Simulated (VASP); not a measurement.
# WSe2 in VASP: further runs

WSe2 is run at these levels: PBEsol; tasks: single point.

All numbers are computed with VASP 6.6.1; they aren't measurements. Logs are shortened: lines on timing, memory, paths and dates and some standing lists are left out, and cuts for length are marked.

## Step 1: The cell of the first run

The cell holds a slab with vacuum, 3 atoms: a = 3.270 Å, b = 3.270 Å, c = 16.661 Å, α = 90.00°, β = 90.00°, γ = 120.00°.

## Step 2: Single point, PBEsol (atom 2 (Se) moved -0.100 Å towards its neighbour atom 1 (W) at 2.523 Å)

Contents of INCAR:

```
SYSTEM = WSe2
PREC = Accurate
ENCUT = 520
EDIFF = 1E-6
ISMEAR = 0
SIGMA = 0.05
LREAL = .False.
LASPH = .True.
NELM = 100
ALGO = Normal
ISIF = 2
LWAVE = .False.
LCHARG = .False.
GGA = PS
NBANDS = 20
```

Contents of KPOINTS:

```
Automatic mesh
0
Gamma
  12 12 2
  0 0 0
```

Contents of POSCAR:

```
WSe2
1.0
    3.2702526784      0.0000000000      0.0000000000
   -1.6351263392      2.8321218963      0.0000000000
    0.0000000000      0.0000000000     16.6612169706
W Se
1 2
Direct
    0.0000000000      0.0000000000      0.0000000000
    0.3465477187      0.6930954374      0.1043794161
    0.3333333333      0.6666666667      0.8996007279
```

Potentials or basis: VASP PAW PBE potentials, release 64 (W_sv, Se).

Started as:

```console
cat potpaw_PBE.64/W_sv/POTCAR potpaw_PBE.64/Se/POTCAR > POTCAR
mpirun -np 1 vasp_std > vasp.out
```

OUTCAR:

```text
SYSTEM = WSe2
   PREC = Accurate
   ENCUT = 520
   EDIFF = 1E-6
   ISMEAR = 0
   LREAL = .False.
   LASPH = .True.
   NELM = 100
   ISIF = 2
   GGA = PS

 ion  position               nearest neighbor table
   1  0.000  0.000  0.000-   3 2.52   3 2.52   3 2.52   2 2.54   2 2.54   2 2.62
   2  0.347  0.693  0.104-   1 2.54   1 2.54   1 2.62
   3  0.333  0.667  0.900-   1 2.52   1 2.52   1 2.52

  LATTYP: Found a hexagonal cell.
 ALAT       =     3.2702526784
 C/A-ratio  =     5.0947797033

  Lattice vectors:

 A1 = (   3.2702526784,   0.0000000000,   0.0000000000)
 A2 = (  -1.6351263392,   2.8321218963,   0.0000000000)
 A3 = (   0.0000000000,   0.0000000000,  16.6612169706)

Analysis of symmetry for initial positions (statically):
=====================================================================
 Subroutine PRICEL returns:
 Original cell was already a primitive cell.

 Routine SETGRP: Setting up the symmetry group for a
 hexagonal supercell.

 Subroutine GETGRP returns: Found  2 space group operations
 (whereof  2 operations were pure point group operations)
 out of a pool of 24 trial point group operations.

The static configuration has the point symmetry C_1h.

Analysis of symmetry for dynamics (positions and initial velocities):
=====================================================================
 Subroutine PRICEL returns:
 Original cell was already a primitive cell.

 Routine SETGRP: Setting up the symmetry group for a
 hexagonal supercell.

 Subroutine GETGRP returns: Found  2 space group operations
 (whereof  2 operations were pure point group operations)
 out of a pool of 24 trial point group operations.

The dynamic configuration has the point symmetry C_1h.

 Subroutine INISYM returns: Found  2 space group operations
 (whereof  2 operations are pure point group operations),
 and found     1 'primitive' translations

----------------------------------------------------------------------------------------

                                     Primitive cell

  volume of cell :     154.3121

  direct lattice vectors                    reciprocal lattice vectors
     3.270252678  0.000000000  0.000000000     0.305786769  0.176546073  0.000000000
    -1.635126339  2.832121896  0.000000000     0.000000000  0.353092147  0.000000000
     0.000000000  0.000000000 16.661216971     0.000000000  0.000000000  0.060019625

  length of vectors
     3.270252678  3.270252678 16.661216971     0.353092147  0.353092147  0.060019625

  position of ions in fractional coordinates (direct lattice)
[... 81 lines left out ...]
   EDIFF  = 0.1E-05   stopping-criterion for ELM
   LREAL  =      F    real-space projection
   EDIFFG = 0.1E-04   stopping-criterion for IOM
   NSW    =      0    number of steps for IOM
   IBRION =     -1    ionic relax: 0-MD 1-quasi-New 2-CG
   NFREE  =      0    steps in history (QN), initial steepest desc. (CG)
   ISIF   =      2    stress and relaxation
   ISYM   =      2    0-nonsym 1-usesym 2-fastsym
   POTIM  = 0.5000    time-step for ionic-motion
   TEBEG  =    0.0;   TEEND  =   0.0 temperature during run
   PSTRESS=    0.0 pullay stress
   NELECT =      26.0000    total number of electrons
   NUPDOWN=      -1.0000    fix difference up-down
   EMIN   =  10.00;   EMAX   =-10.00  energy-range for DOS
   EFERMI =   0.00;   METHOD = LEGACY
   ISMEAR =     0;   SIGMA  =   0.05  broadening in eV -4-tet -1-fermi 0-gaus
   EFERMI_NEDOS =   21; number of points for ismear=-14 and -15
   IALGO  =     38    algorithm
   IMIX   =      4    mixing-type and parameters
     AMIX     =   0.40;   BMIX     =  1.00
     AMIX_MAG =   1.60;   BMIX_MAG =  1.00
  volume/ion in A,a.u.               =      51.44       347.12
  Fermi-wavevector in a.u.,A,eV,Ry     =   0.904203  1.708696 11.123894  0.817583
  Thomas-Fermi vector in A             =   2.027621
   LORBIT       =      0    0 simple, 1 ext, 2 COOP (PROOUT), +10 PAW based schemes
   GGA     = PS    functional components
   LHFCALC =     F    Hartree Fock is set to
   AEXX    =    0.0000 exact exchange contribution
   IVDW    =     0    specifies the selected vdW correction
   LEPSILON=     F    determine dielectric tensor
   LRPA    =     F    only Hartree local field effects (RPA)
 non-spin polarized calculation
 Gauss-broadening in eV      SIGMA  =   0.05
  energy-cutoff  :      520.00
  volume of cell :      154.31
 maximum number of plane-waves:      4212
   NGX = 13   NGY = 13   NGZ = 61

 number of electron      25.9999998 magnetization

 Free energy of the ion-electron system (eV)
  ---------------------------------------------------
  ext. energy  EPLUGINS =         0.00000000
  ---------------------------------------------------
  free energy    TOTEN  =       -23.18326555 eV

  energy without entropy =      -23.18326555  energy(sigma->0) =      -23.18326555

 E-fermi :  -0.4001     XC(G=0):  -4.8763

 val. band max:       -0.7801701667   @ k =   0.3333   0.3333   0.0000
 cond. band min:       0.7526906053   @ k =   0.1667   0.1667   0.0000
 fundamental gap:      1.5328607720
 Fermi energy:        -0.4001173409

 k-point     1 :       0.0000    0.0000    0.0000
  band No.  band energies     occupation
      1     -74.7748      2.00000
      2     -39.0295      2.00000
      3     -38.8725      2.00000
      4     -38.8653      2.00000
      5     -15.5932      2.00000
      6     -14.3946      2.00000
[... 541 lines left out ...]
     19       5.9879      0.00000
     20       6.3571      0.00000

 [... further k-points ...]

------------------------ aborting loop because EDIFF is reached ----------------------------------------

  FORCE on cell =-STRESS in cart. coord.  units (eV):
  Direction    XX          YY          ZZ          XY          YZ          ZX
  --------------------------------------------------------------------------------------
  -------------------------------------------------------------------------------------
  Total       -0.3318477     -0.7053274     -1.6307972      0.0000000     -0.9129431      0.0000000
  in kB       -3.4454780     -7.3232076    -16.9320901      0.0000000     -9.4788210      0.0000000
  external PRESSURE =      -9.2335919 kB  Pullay stress =       0.0000000 kB

 VOLUME and BASIS-vectors are now :
 -----------------------------------------------------------------------------
  energy-cutoff  :      520.00
  volume of cell :      154.31
      direct lattice vectors                 reciprocal lattice vectors
     3.270252678  0.000000000  0.000000000     0.305786769  0.176546073  0.000000000
    -1.635126339  2.832121896  0.000000000     0.000000000  0.353092147  0.000000000
     0.000000000  0.000000000 16.661216971     0.000000000  0.000000000  0.060019625

 POSITION                                       TOTAL-FORCE (eV/Angst)
 -----------------------------------------------------------------------------------
      0.00000      0.00000      0.00000        -0.000000      0.591381      0.866835
      0.00000      1.96293      1.73909         0.000000     -0.557544     -0.899628
     -0.00000      1.88808     14.98844         0.000000     -0.033837      0.032793
 -----------------------------------------------------------------------------------
    total drift:                                0.000000      0.000015      0.000038

  FREE ENERGIE OF THE ION-ELECTRON SYSTEM (eV)
  ---------------------------------------------------
  free  energy   TOTEN  =       -23.1832655517 eV

  energy  without entropy=      -23.1832655517  energy(sigma->0) =      -23.18326555
```

OSZICAR:

```text
N       E                     dE             d eps       ncg     rms          rms(c)
DAV:   1     0.170782613681E+03    0.17078E+03   -0.12023E+04  4080   0.110E+03
DAV:   2    -0.108679745729E+02   -0.18165E+03   -0.17563E+03  4464   0.259E+02
DAV:   3    -0.239781364016E+02   -0.13110E+02   -0.13007E+02  4620   0.647E+01
[... 13 lines left out ...]
DAV:  17    -0.231832243655E+02   -0.44940E-04   -0.17457E-06  3344   0.443E-03    0.330E-03
DAV:  18    -0.231832563690E+02   -0.32003E-04   -0.18856E-06  3332   0.368E-03    0.681E-04
DAV:  19    -0.231832638118E+02   -0.74428E-05   -0.32296E-07  3492   0.190E-03    0.679E-04
DAV:  20    -0.231832652711E+02   -0.14593E-05   -0.44088E-08  2856   0.625E-04    0.377E-04
DAV:  21    -0.231832655517E+02   -0.28058E-06   -0.80747E-09  2540   0.267E-04
   1 F= -.23183266E+02 E0= -.23183266E+02  d E =-.316512E-28
```

Run time: 11 min. Hardware: 1 thread of Intel Xeon 8259CL, shared host; peak memory 0.43 GiB.

Results:

| Property | Result |
| --- | --- |
| Free energy | -23.1833 eV |
| Largest force | 1.058 eV/Å |
| Band gap on the k mesh | 1.53 eV (least direct gap 1.76 eV) |

Forces in eV/Å, atoms in the order of the input:
```
W    0.000  0.591  0.867
Se   0.000 -0.558 -0.900
Se   0.000 -0.034  0.033
```

Caveat: the cell differs from its parent crystal (atom 2 (Se) moved -0.100 Å towards its neighbour atom 1 (W) at 2.523 Å); there is no dipole correction, which matters where the two faces differ; the PAW data sets were made with another functional, which shifts forces and pressure a little; spin-orbit coupling is left out, which moves the levels of the heavy elements.

## Step 3: Single point, PBEsol (atom 2 (Se) moved +0.075 Å towards its neighbour atom 1 (W) at 2.523 Å)

Contents of INCAR:

```
SYSTEM = WSe2
PREC = Accurate
ENCUT = 520
EDIFF = 1E-6
ISMEAR = 0
SIGMA = 0.05
LREAL = .FALSE.
LASPH = .TRUE.
NELM = 80
ALGO = Normal
ISIF = 2
LWAVE = .FALSE.
LCHARG = .FALSE.
GGA = PS
NBANDS = 20
```

Contents of KPOINTS:

```
Automatic mesh
0
G
  12 12 2
  0 0 0
```

Edit POSCAR of step 2 so:

```diff
@@ -9,3 +9,3 @@
     0.0000000000      0.0000000000      0.0000000000
-    0.3465477187      0.6930954374      0.1043794161
+    0.3234225443      0.6468450886      0.0974141641
     0.3333333333      0.6666666667      0.8996007279
```

Potentials or basis: VASP PAW PBE potentials, release 64 (W_sv, Se).

Started as:

```console
cat potpaw_PBE.64/W_sv/POTCAR potpaw_PBE.64/Se/POTCAR > POTCAR
mpirun -np 1 vasp_std > vasp.out
```

Wall time 8.3 min (1 thread of Intel Xeon 8259CL, shared host); peak memory 0.43 GiB.

Results (log left out):

```
Free energy            : -23.1940 eV
Largest force          : 1.142 eV/Å
Band gap on the k mesh : 1.63 eV
```

Forces in eV/Å, atoms in the order of the input:
```
W    0.000 -0.621 -0.827
Se   0.000  0.603  0.970
Se   0.000  0.018 -0.142
```

Levels at points of the mesh, in eV from the valence-band top:
```
           k point  band 11  band 12  band 13  band 14  band 15  band 16
(0.00, 0.00, 0.00)    -1.37    -1.13    -0.31     2.95     3.13     3.38
(0.50, 0.00, 0.00)    -2.08    -1.03    -0.83     2.52     2.89     3.78
(0.00, 0.50, 0.00)    -2.16    -1.06    -0.88     2.49     2.90     3.90
(0.00, 0.00, 0.50)    -1.37    -1.13    -0.31     2.95     3.13     3.38
(0.50, 0.00, 0.50)    -2.08    -1.03    -0.83     2.52     2.89     3.78
(0.00, 0.50, 0.50)    -2.16    -1.06    -0.88     2.49     2.90     3.90
```

Caveat: the cell differs from its parent crystal (atom 2 (Se) moved +0.075 Å towards its neighbour atom 1 (W) at 2.523 Å); there is no dipole correction, which matters where the two faces differ; the PAW data sets were made with another functional, which shifts forces and pressure a little; spin-orbit coupling is left out, which moves the levels of the heavy elements.

## Step 4: Single point, PBEsol (atom 2 (Se) moved -0.050 Å towards its neighbour atom 1 (W) at 2.523 Å)

Contents of INCAR:

```
ALGO = Normal
EDIFF = 1E-7
ENCUT = 520
GGA = PS
ISIF = 2
ISMEAR = 0
LASPH = True
LCHARG = False
LREAL = False
LWAVE = False
NBANDS = 20
NELM = 80
PREC = Accurate
SIGMA = 0.05
```

Contents of KPOINTS:

```
k-points
0
Gamma
  12 12 2
```

Edit POSCAR of step 3 so:

```diff
@@ -9,3 +9,3 @@
     0.0000000000      0.0000000000      0.0000000000
-    0.3234225443      0.6468450886      0.0974141641
+    0.3399405260      0.6798810520      0.1023893441
     0.3333333333      0.6666666667      0.8996007279
```

Started as:

```console
cat potpaw_PBE.64/W_sv/POTCAR potpaw_PBE.64/Se/POTCAR > POTCAR
mpirun -np 1 vasp_std > vasp.out
```

It took 10 min on 1 thread of Intel Xeon 8259CL, shared host; peak memory 0.43 GiB.

It converged, with:

| Property | Result |
| --- | --- |
| Free energy | -23.2223 eV |
| Largest force | 0.566 eV/Å |
| Band gap on the k mesh | 1.61 eV (least direct gap 1.72 eV) |

Forces on the atoms (eV/Å):
```
W    0.000  0.325  0.464
Se   0.000 -0.309 -0.452
Se   0.000 -0.016 -0.012
```

Levels at points of the mesh, in eV from the valence-band top:
```csv
k point,band 10,band 11,band 12,band 13,band 14,band 15,band 16,band 17
"(0.00, 0.00, 0.00)",-2.25,-1.19,-1.04,-0.47,2.93,3.12,3.17,3.26
"(0.50, 0.00, 0.00)",-2.93,-2.25,-1.06,-0.79,2.53,2.83,3.73,4.40
"(0.00, 0.50, 0.00)",-2.97,-2.19,-1.00,-0.82,2.55,2.82,3.64,4.43
"(0.00, 0.00, 0.50)",-2.25,-1.19,-1.04,-0.47,2.93,3.12,3.17,3.26
"(0.50, 0.00, 0.50)",-2.93,-2.25,-1.06,-0.79,2.53,2.83,3.73,4.40
"(0.00, 0.50, 0.50)",-2.97,-2.19,-1.00,-0.82,2.55,2.82,3.64,4.43
```

Caveat: the cell differs from its parent crystal (atom 2 (Se) moved -0.050 Å towards its neighbour atom 1 (W) at 2.523 Å); there is no dipole correction, which matters where the two faces differ; the PAW data sets were made with another functional, which shifts forces and pressure a little; spin-orbit coupling is left out, which moves the levels of the heavy elements.

## Step 5: Single point, PBEsol (atom 2 (Se) moved +0.025 Å towards its neighbour atom 1 (W) at 2.523 Å)

Contents of INCAR:

```
ALGO = Normal
EDIFF = 1E-7
ENCUT = 520
GGA = PS
ISIF = 2
ISMEAR = 0
LASPH = T
LCHARG = F
LREAL = F
LWAVE = F
NBANDS = 20
NELM = 60
PREC = Accurate
SIGMA = 0.05
```

KPOINTS is that of step 4.

Edit POSCAR of step 4 so:

```diff
@@ -9,3 +9,3 @@
     0.0000000000      0.0000000000      0.0000000000
-    0.3399405260      0.6798810520      0.1023893441
+    0.3300297370      0.6600594740      0.0994042361
     0.3333333333      0.6666666667      0.8996007279
```

Started as:

```console
cat potpaw_PBE.64/W_sv/POTCAR potpaw_PBE.64/Se/POTCAR > POTCAR
mpirun -np 1 vasp_std > vasp.out
```

It took 9.3 min on 1 thread of Intel Xeon 8259CL, shared host; peak memory 0.43 GiB.

The run converged. Its results:

- Free energy: -23.2300 eV
- Largest force: 0.388 eV/Å
- Band gap on the k mesh: 1.67 eV

Forces on the atoms (eV/Å):
```
W    0.000 -0.188 -0.257
Se   0.000  0.181  0.343
Se   0.000  0.007 -0.086
```

Levels at points of the mesh, in eV from the valence-band top:
```csv
k point,band 9,band 10,band 11,band 12,band 13,band 14,band 15,band 16,band 17,band 18
"(0.00, 0.00, 0.00)",-2.38,-2.22,-1.24,-1.16,-0.38,3.03,3.11,3.28,3.31,4.38
"(0.50, 0.00, 0.00)",-4.27,-3.04,-2.15,-1.02,-0.86,2.53,2.87,3.77,4.45,4.59
"(0.00, 0.50, 0.00)",-4.25,-3.02,-2.18,-1.04,-0.86,2.52,2.87,3.81,4.47,4.57
"(0.00, 0.00, 0.50)",-2.38,-2.22,-1.24,-1.16,-0.38,3.03,3.11,3.28,3.31,4.47
"(0.50, 0.00, 0.50)",-4.27,-3.04,-2.15,-1.02,-0.86,2.53,2.87,3.77,4.45,4.59
"(0.00, 0.50, 0.50)",-4.25,-3.02,-2.18,-1.04,-0.86,2.52,2.87,3.81,4.47,4.57
```

Caveat: the cell differs from its parent crystal (atom 2 (Se) moved +0.025 Å towards its neighbour atom 1 (W) at 2.523 Å); there is no dipole correction, which matters where the two faces differ; the PAW data sets were made with another functional, which shifts forces and pressure a little; spin-orbit coupling is left out, which moves the levels of the heavy elements.

## Step 6: Summary

```tsv
cell	gap on the mesh (eV)	largest force (eV/Å)
as given, atomic positions A	1.53	1.06
as given, atomic positions B	1.63	1.14
as given, atomic positions C	1.61	0.57
as given, atomic positions D	1.67	0.39
```

Alike in all rows: task single point; level PBEsol; potentials or basis VASP PAW PBE potentials, release 64 (W_sv, Se); no spin polarisation; k mesh 12 × 12 × 2; cutoff (eV) 520; smearing gaussian 0.05 eV.

Caveats: there is no dipole correction, which matters where the two faces differ; the PAW data sets were made with another functional, which shifts forces and pressure a little; spin-orbit coupling is left out, which moves the levels of the heavy elements.

Absolute energies hang on the potentials; compare differences alone.
